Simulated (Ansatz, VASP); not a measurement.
Two plane-wave programs on CsPbBr3

File INCAR:

```
SYSTEM = CsPbBr3
PREC = Accurate ; ENCUT = 600
EDIFF = 1E-7 ; ISMEAR = -1
SIGMA = 0.0806 ; LREAL = .False.
LASPH = .True. ; NELM = 100
ALGO = Normal ; ISIF = 3
LWAVE = .False. ; LCHARG = .False.
GGA = PE ; IBRION = 2
NSW = 60 ; EDIFFG = -0.01
ISYM = 0
```

Contents of KPOINTS:

```
Automatic mesh
0
Gamma
  3 3 3
  0 0 0
```

Contents of POSCAR:

```
CsPbBr3
1.0
    5.8558460000      0.0000000000      0.0000000000
    0.0000000000      5.8558460000      0.0000000000
    0.0000000000      0.0000000000      5.8558460000
Br Pb Cs
3 1 1
Direct
    0.0000000000      0.5000000000      0.5000000000
    0.5000000000      0.0000000000      0.5000000000
    0.5000000000      0.5000000000      0.0000000000
    0.5000000000      0.5000000000      0.5000000000
    0.0000000000      0.0000000000      0.0000000000
```

Input for Ansatz:

```yaml
crystal:
  lattice:
    - [5.855846, 0.0, 0.0]
    - [0.0, 5.855846, 0.0]
    - [0.0, 0.0, 5.855846]
  atoms:
    - { symbol: Br, position: [0.0, 0.5, 0.5] }
    - { symbol: Br, position: [0.5, 0.0, 0.5] }
    - { symbol: Br, position: [0.5, 0.5, 0.0] }
    - { symbol: Pb, position: [0.5, 0.5, 0.5] }
    - { symbol: Cs, position: [0.0, 0.0, 0.0] }
  symmetry: { detect: false }
kpoints:
  mp_grid: { grid: [3, 3, 3], shift: [0, 0, 0] }
magnetization:
  spin_polarized: false
scf:
  occupations: { method: fermi_dirac, width: 0.0806 }
hamiltonian:
  pseudopotentials: { kind: paw }
  xc: pbe
basis:
  ecutwfc: 420
output:
  forces: true
  stress: true
  eigenvalues: true
relax:
  max_steps: 40
  cell: {}
```

Alike in both runs: task relaxation of cell and atoms; functional PBE; k mesh 3 × 3 × 3; occupations fermi-dirac, width 0.0806 eV; no spin polarisation.

|  | VASP | Ansatz |
| --- | --- | --- |
| version | VASP 6.6.1 | Ansatz 0.2.0 |
| potentials or method | VASP PAW PBE potentials, release 64 (Br, Pb_d, Cs_sv), cutoff 600 eV | PAW plane waves |
| valence electrons in the cell | 44 | 44 |

|  | VASP | Ansatz | Ansatz less VASP |
| --- | --- | --- | --- |
| gap on the k mesh at the Fermi level, each at its own relaxed structure (eV) | 3.95 | 3.95 | -0.004 |
| relaxed volume (Å³/atom) | 42.72 | 42.69 | -0.022 |
| relaxed length of the cell vector where the two differ most in proportion (Å) | 5.978 | 5.977 | -0.0011 |

Ansatz's warnings: displaced walk ended near start symmetry, relaxation start displaced.

Spin-orbit coupling is off throughout.
